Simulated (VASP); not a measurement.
# Al (P6_3/mmc) in VASP: further runs

Runs on Al. Level: LDA. Tasks: single point.

Everything below comes from runs of VASP 6.6.1. Logs are shortened: lines on timing, memory, paths and dates and some standing lists are left out, and cuts for length are marked.

### 1 The cell of the first run

Symmetry: P6_3/mmc, No. 194, hexagonal system. Conventional cell: a = 2.659 Å, b = 2.659 Å, c = 4.376 Å, α = 90.00°, β = 90.00°, γ = 120.00°. Within 3.5 Å of Al (site symmetry -6m2) lie 12 Al at 2.66 to 2.67 Å.

### 2 Single point, LDA

Contents of INCAR:

```
  ALGO = Normal
  EDIFF = 1E-6
  ENCUT = 520
  ISIF = 2
  ISMEAR = -1
  LASPH = True
  LCHARG = True
  LELF = True
  LREAL = False
  LVHAR = True
  LWAVE = False
  NBANDS = 10
  NELM = 100
  PREC = Accurate
  SIGMA = 0.08
```

Contents of KPOINTS:

```
k-points
0
Gamma
  15 15 8
```

Contents of POSCAR:

```
Al
1.0
    2.6591931246      0.0000000000      0.0000000000
   -1.3295965623      2.3029287995      0.0000000000
    0.0000000000      0.0000000000      4.3755788566
Al
2
Direct
    0.3333333333      0.6666666667      0.2500000000
    0.6666666667      0.3333333333      0.7500000000
```

Potentials or basis: VASP PAW LDA potentials, release 64 (Al).

Started as:

```
$ cat potpaw_LDA.64/Al/POTCAR > POTCAR
$ mpirun -np 1 vasp_std > vasp.out
```

OUTCAR:

```text
EDIFF = 1E-6
   ENCUT = 520
   ISIF = 2
   ISMEAR = -1
   LASPH = True
   LREAL = False
   NELM = 100
   PREC = Accurate

 ion  position               nearest neighbor table
   1  0.333  0.667  0.250-   2 2.67   2 2.67   2 2.67   2 2.67   2 2.67   2 2.67
   2  0.667  0.333  0.750-   1 2.67   1 2.67   1 2.67   1 2.67   1 2.67   1 2.67

  LATTYP: Found a hexagonal cell.
 ALAT       =     2.6591931246
 C/A-ratio  =     1.6454535837

  Lattice vectors:

 A1 = (   2.6591931246,   0.0000000000,   0.0000000000)
 A2 = (  -1.3295965623,   2.3029287995,   0.0000000000)
 A3 = (   0.0000000000,   0.0000000000,   4.3755788566)

Analysis of symmetry for initial positions (statically):
=====================================================================
 Subroutine PRICEL returns:
 Original cell was already a primitive cell.

 Routine SETGRP: Setting up the symmetry group for a
 hexagonal supercell.

 Subroutine GETGRP returns: Found 24 space group operations
 (whereof 12 operations were pure point group operations)
 out of a pool of 24 trial point group operations.

The static configuration has the point symmetry D_3d.
 The point group associated with its full space group is D_6h.

Analysis of symmetry for dynamics (positions and initial velocities):
=====================================================================
 Subroutine PRICEL returns:
 Original cell was already a primitive cell.

 Routine SETGRP: Setting up the symmetry group for a
 hexagonal supercell.

 Subroutine GETGRP returns: Found 24 space group operations
 (whereof 12 operations were pure point group operations)
 out of a pool of 24 trial point group operations.

The dynamic configuration has the point symmetry D_3d.
 The point group associated with its full space group is D_6h.

 Subroutine INISYM returns: Found 24 space group operations
 (whereof 12 operations are pure point group operations),
 and found     1 'primitive' translations

----------------------------------------------------------------------------------------

                                     Primitive cell

  volume of cell :      26.7957

  direct lattice vectors                    reciprocal lattice vectors
     2.659193125  0.000000000  0.000000000     0.376053921  0.217114832  0.000000000
    -1.329596562  2.302928800  0.000000000     0.000000000  0.434229665  0.000000000
     0.000000000  0.000000000  4.375578857     0.000000000  0.000000000  0.228541190

  length of vectors
     2.659193125  2.659193125  4.375578857     0.434229665  0.434229665  0.228541190

  position of ions in fractional coordinates (direct lattice)
     0.333333333  0.666666667  0.250000000
     0.666666667  0.333333333  0.750000000

  ion indices of the primitive-cell ions
   primitive index   ion index
                 1           1
                 2           2

----------------------------------------------------------------------------------------

 KPOINTS: k-points

Automatic generation of k-mesh.
 Grid dimensions read from file:
 generate k-points for:   15   15    8

 Generating k-lattice:

  Cartesian coordinates                     Fractional coordinates (reciprocal lattice)
     0.025070261  0.014474322  0.000000000     0.066666667  0.000000000  0.000000000
     0.000000000  0.028948644  0.000000000     0.000000000  0.066666667  0.000000000
     0.000000000  0.000000000  0.028567649     0.000000000  0.000000000  0.125000000

  Length of vectors
     0.028948644  0.028948644  0.028567649

  Shift w.r.t. Gamma in fractional coordinates (k-lattice)
     0.000000000  0.000000000  0.000000000

 Subroutine IBZKPT returns following result:
 ===========================================

 Found    135 irreducible k-points:

 Following reciprocal coordinates:
            Coordinates               Weight
  0.000000  0.000000  0.000000      1.000000
  0.066667  0.000000  0.000000      6.000000
  0.133333  0.000000  0.000000      6.000000
  0.200000  0.000000  0.000000      6.000000
  0.266667  0.000000  0.000000      6.000000
  0.333333  0.000000  0.000000      6.000000
[... 16 lines left out ...]
  0.333333  0.200000  0.000000     12.000000
  0.400000  0.200000  0.000000      6.000000
 [... further k-points ...]
   k-points           NKPTS =    135   k-points in BZ     NKDIM =    135   number of bands    NBANDS=     10
   number of dos      NEDOS =    301   number of ions     NIONS =      2
   total plane-waves  NPLWV =  14400
   dimension x,y,z NGX =    20 NGY =   20 NGZ =   36
   dimension x,y,z NGXF=    40 NGYF=   40 NGZF=   72
   ions per type =               2
   NGX,Y,Z   is equivalent  to a cutoff of  12.50, 12.50, 13.68 a.u.
   NGXF,Y,Z  is equivalent  to a cutoff of  25.01, 25.01, 27.36 a.u.
 SYSTEM =  unknown system
   PREC   = accura    normal or accurate (medium, high low for compatibility)
   ISTART =      0    job   : 0-new  1-cont  2-samecut
   ICHARG =      2    charge: 1-file 2-atom 10-const
   ISPIN  =      1    spin polarized calculation?
   LNONCOLLINEAR =      F non collinear calculations
   LSORBIT =      F    spin-orbit coupling
   LASPH  =      T    aspherical Exc in radial PAW
   ENCUT  =  520.0 eV  38.22 Ry    6.18 a.u.   4.94  4.94  8.14*2*pi/ulx,y,z
   NELM   =    100;   NELMIN=  2; NELMDL= -5     # of ELM steps
   EDIFF  = 0.1E-05   stopping-criterion for ELM
   LREAL  =      F    real-space projection
   EDIFFG = 0.1E-04   stopping-criterion for IOM
   NSW    =      0    number of steps for IOM
   IBRION =     -1    ionic relax: 0-MD 1-quasi-New 2-CG
   NFREE  =      0    steps in history (QN), initial steepest desc. (CG)
   ISIF   =      2    stress and relaxation
   ISYM   =      2    0-nonsym 1-usesym 2-fastsym
   POTIM  = 0.5000    time-step for ionic-motion
   TEBEG  =    0.0;   TEEND  =   0.0 temperature during run
   PSTRESS=    0.0 pullay stress
   NELECT =       6.0000    total number of electrons
   NUPDOWN=      -1.0000    fix difference up-down
   EMIN   =  10.00;   EMAX   =-10.00  energy-range for DOS
   EFERMI =   0.00;   METHOD = LEGACY
   ISMEAR =    -1;   SIGMA  =   0.08  broadening in eV -4-tet -1-fermi 0-gaus
   EFERMI_NEDOS =   21; number of points for ismear=-14 and -15
   IALGO  =     38    algorithm
   IMIX   =      4    mixing-type and parameters
     AMIX     =   0.40;   BMIX     =  1.00
     AMIX_MAG =   1.60;   BMIX_MAG =  1.00
  volume/ion in A,a.u.               =      13.40        90.41
  Fermi-wavevector in a.u.,A,eV,Ry     =   0.994115  1.878605 13.446156  0.988265
  Thomas-Fermi vector in A             =   2.126044
   LORBIT       =      0    0 simple, 1 ext, 2 COOP (PROOUT), +10 PAW based schemes
   GGA     = CA    functional components
   LHFCALC =     F    Hartree Fock is set to
   AEXX    =    0.0000 exact exchange contribution
   IVDW    =     0    specifies the selected vdW correction
   LEPSILON=     F    determine dielectric tensor
   LRPA    =     F    only Hartree local field effects (RPA)
 non-spin polarized calculation
  energy-cutoff  :      520.00
  volume of cell :       26.80
 maximum number of plane-waves:       756
 NGX is ok and might be reduce to    20

 number of electron       6.0000000 magnetization

 Free energy of the ion-electron system (eV)
  ---------------------------------------------------
  ext. energy  EPLUGINS =         0.00000000
  ---------------------------------------------------
  free energy    TOTEN  =        -8.04239691 eV

  energy without entropy =       -8.02744640  energy(sigma->0) =       -8.03492165

 E-fermi :  10.1703     XC(G=0): -11.1389

 val. band max:       10.1642638039   @ k =   0.4667   0.0000   0.0000
 cond. band min:      10.1830191961   @ k =   0.3333   0.2000   0.0000
 fundamental gap:      0.0187553923
 Fermi energy:        10.1702700706

 k-point     1 :       0.0000    0.0000    0.0000
  band No.  band energies     occupation
      1      -2.4813      2.00000
      2       4.6742      2.00000
      3       5.3336      2.00000
      4      22.3517      0.00000
      5      22.3517      0.00000
      6      22.5331      0.00000
      7      22.5331      0.00000
      8      23.1952      0.00000
      9      26.4152      0.00000
     10      26.8423      0.00000

 k-point     2 :       0.0667    0.0000    0.0000
  band No.  band energies     occupation
      1      -2.3578      2.00000
      2       4.7865      2.00000
      3       5.4517      2.00000
      4      19.9990      0.00000
      5      21.0485      0.00000
      6      22.1911      0.00000
      7      23.9878      0.00000
      8      24.1122      0.00000
      9      26.2463      0.00000
     10      26.9684      0.00000

 k-point     3 :       0.1333    0.0000    0.0000
  band No.  band energies     occupation
      1      -1.9882      2.00000
      2       5.1236      2.00000
      3       5.8025      2.00000
      4      17.2075      0.00000
      5      19.8507      0.00000
      6      20.9500      0.00000
      7      23.6314      0.00000
      8      23.9280      0.00000
      9      25.3371      0.00000
     10      25.8660      0.00000

 k-point     4 :       0.2000    0.0000    0.0000
  band No.  band energies     occupation
      1      -1.3749      2.00000
      2       5.6860      2.00000
      3       6.3735      2.00000
      4      14.5080      0.00000
      5      18.8522      0.00000
      6      19.4937      0.00000
      7      20.9419      0.00000
      8      22.5278      0.00000
      9      24.9659      0.00000
     10      25.2649      0.00000
[... 222 lines left out ...]
 k-point    22 :       0.2667    0.2000    0.0000
  band No.  band energies     occupation
      1       1.9965      2.00000
      2       8.3584      2.00000
      3       8.8401      2.00000
      4       9.7702      1.98663
      5      11.4964      0.00000
      6      15.5824      0.00000
      7      16.9705      0.00000
      8      17.6005      0.00000
      9      19.0368      0.00000
     10      25.9290      0.00000

 k-point    23 :       0.3333    0.2000    0.0000
  band No.  band energies     occupation
      1       3.4071      2.00000
      2       6.7947      2.00000
      3       9.7947      1.98187
      4      10.1830      0.92049
      5      11.7749      0.00000
      6      13.6263      0.00000
      7      15.3951      0.00000
      8      17.1831      0.00000
      9      18.6459      0.00000
     10      25.7340      0.00000

 k-point    24 :       0.4000    0.2000    0.0000
  band No.  band energies     occupation
      1       4.9869      2.00000
      2       5.0560      2.00000
      3       9.8410      1.96788
      4      11.4697      0.00000
      5      12.1248      0.00000
      6      12.2333      0.00000
      7      14.5626      0.00000
      8      17.0534      0.00000
      9      18.5244      0.00000
     10      25.6577      0.00000

 [... further k-points ...]
[... 5 lines left out ...]
  --------------------------------------------------------------------------------------
  -------------------------------------------------------------------------------------
  Total        3.4702446      3.4702446      3.4724993      0.0000000     -0.0000000      0.0000000
  in kB      207.4936298    207.4936298    207.6284439      0.0000000     -0.0000000      0.0000000
  external PRESSURE =     207.5385678 kB  Pullay stress =       0.0000000 kB

 VOLUME and BASIS-vectors are now :
 -----------------------------------------------------------------------------
  energy-cutoff  :      520.00
  volume of cell :       26.80
      direct lattice vectors                 reciprocal lattice vectors
     2.659193125  0.000000000  0.000000000     0.376053921  0.217114832  0.000000000
    -1.329596562  2.302928800  0.000000000     0.000000000  0.434229665  0.000000000
     0.000000000  0.000000000  4.375578857     0.000000000  0.000000000  0.228541190

 POSITION                                       TOTAL-FORCE (eV/Angst)
 -----------------------------------------------------------------------------------
     -0.00000      1.53529      1.09389         0.000000      0.000000      0.000000
      1.32960      0.76764      3.28168        -0.000000     -0.000000      0.000000
 -----------------------------------------------------------------------------------
    total drift:                                0.000000     -0.000000     -0.000000

  FREE ENERGIE OF THE ION-ELECTRON SYSTEM (eV)
  ---------------------------------------------------
  free  energy   TOTEN  =        -8.0423969137 eV

  energy  without entropy=       -8.0274463952  energy(sigma->0) =       -8.03492165
```

Run time: 8.4 s. Hardware: 1 thread of Intel Xeon 6975P-C (Granite Rapids), shared host; peak memory 0.14 GiB.

What came out:

| Quantity | Value |
| --- | --- |
| Free energy | -8.0424 eV |
| Pressure | 20.8 GPa |
| Band gap on the k mesh | zero (band 3 reaches 14.71 eV, above the bottom of band 4 at 6.76 eV) |

### 3 Single point, LDA

Contents of INCAR:

```
PREC = Accurate
ENCUT = 520
EDIFF = 1E-6
ISMEAR = -1
SIGMA = 0.08
LREAL = False
LASPH = True
NELM = 60
ALGO = Normal
ISIF = 2
LWAVE = False
LCHARG = True
GGA = CA
LELF = True
LVHAR = True
NBANDS = 10
```

Contents of KPOINTS:

```
Automatic mesh
0
Gamma
  15 15 8
```

POSCAR is that of step 2.

Potentials or basis: VASP PAW LDA potentials, release 64 (Al).

Started as:

```
$ cat potpaw_LDA.64/Al/POTCAR > POTCAR
$ mpirun -np 1 vasp_std > vasp.out
```

It took 8.4 s on 1 thread of Intel Xeon 6975P-C (Granite Rapids), shared host; peak memory 0.14 GiB.

The run converged. Its results:

```yaml
Free_energy: -8.0424 eV
Pressure: 20.8 GPa
Band_gap_on_the_k_mesh: zero (band 3 reaches 14.71 eV, above the bottom of band 4 at 6.76 eV)
```

Levels at points of the mesh, in eV from the Fermi level:
| k point | band 1 | band 2 | band 3 | band 4 | band 5 | band 6 | band 7 |
| --- | --- | --- | --- | --- | --- | --- | --- |
| (0.00, 0.00, 0.00) | -12.65 | -5.50 | -4.84 | 12.18 | 12.18 | 12.36 | 12.36 |
| (0.00, 0.00, 0.50) | -10.74 | -10.74 | 3.67 | 3.67 | 13.08 | 13.08 | 13.08 |

### 4 Single point, LDA

This run uses another cell than the first one, of 14.67 Å³/atom, 1.095 times its volume.

Contents of INCAR:

```
PREC = Accurate
ENCUT = 520
EDIFF = 1E-7
ISMEAR = -1
SIGMA = 0.08
LREAL = F
LASPH = T
NELM = 100
ALGO = Normal
ISIF = 2
LWAVE = F
LCHARG = T
GGA = CA
LELF = T
LVHAR = T
NBANDS = 10
```

KPOINTS is that of step 3.

Contents of POSCAR:

```
Al
1.0
    2.7410324792      0.0000000000      0.0000000000
   -1.3705162396      2.3738037596      0.0000000000
    0.0000000000      0.0000000000      4.5104040816
Al
2
Direct
    0.3333333333      0.6666666667      0.2500000000
    0.6666666667      0.3333333333      0.7500000000
```

Started as:

```
$ cat potpaw_LDA.64/Al/POTCAR > POTCAR
$ mpirun -np 1 vasp_std > vasp.out
```

It took 9.8 s on 1 thread of Intel Xeon 6975P-C (Granite Rapids), shared host; peak memory 0.14 GiB.

The run converged. Its results:

```
Free energy            : -8.2659 eV
Pressure               : 8.2 GPa
Band gap on the k mesh : zero (band 3 reaches 13.46 eV, above the bottom of band 4 at 5.80 eV)
```

Levels at points of the mesh, in eV from the Fermi level:
```csv
k point,band 1,band 2,band 3,band 4,band 5,band 6,band 7,band 8
"(0.00, 0.00, 0.00)",-11.96,-5.10,-4.69,11.56,11.56,11.67,11.67,12.55
"(0.00, 0.00, 0.50)",-10.16,-10.16,3.49,3.49,12.55,12.55,12.55,12.55
```

(Part 1 of 2 ends here.)
